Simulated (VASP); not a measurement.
A run of VASP 6.6.1:

INCAR

```
ALGO = Normal ; EDIFF = 1E-6
ENCUT = 520 ; ISIF = 2
ISMEAR = 0 ; LASPH = True
LCHARG = True ; LELF = True
LREAL = False ; LVHAR = True
LWAVE = False ; NBANDS = 15
NELM = 60 ; PREC = Accurate
SIGMA = 0.05
```

KPOINTS

```
k-points
0
Gamma
  6 6 6
```

The input POSCAR:

```
KBr
1.0
    0.0617343750      3.2925000000      3.2925000000
    3.3542343750      0.0000000000      3.3542343750
    3.2925000000      3.2925000000      0.0617343750
K Br
1 1
Direct
    0.0000000000      0.0000000000      0.0000000000
    0.5000000000      0.5000000000      0.5000000000
```

Potentials or basis: VASP PAW LDA potentials, release 64 (K_sv, Br).

The run is started by

```bash
$ cat potpaw_LDA.64/K_sv/POTCAR potpaw_LDA.64/Br/POTCAR > POTCAR
$ mpirun -np 1 vasp_std > vasp.out
```

Hardware: 1 thread of Intel(R) Xeon(R) 6975P-C (Granite Rapids) (shared host).

Question: Estimate the wall time of this run.

Answer: It took 18 s on 1 thread of Intel(R) Xeon(R) 6975P-C (Granite Rapids) (shared host), peak memory 0.2 GiB. Counts: scf iterations 11, k points 46.
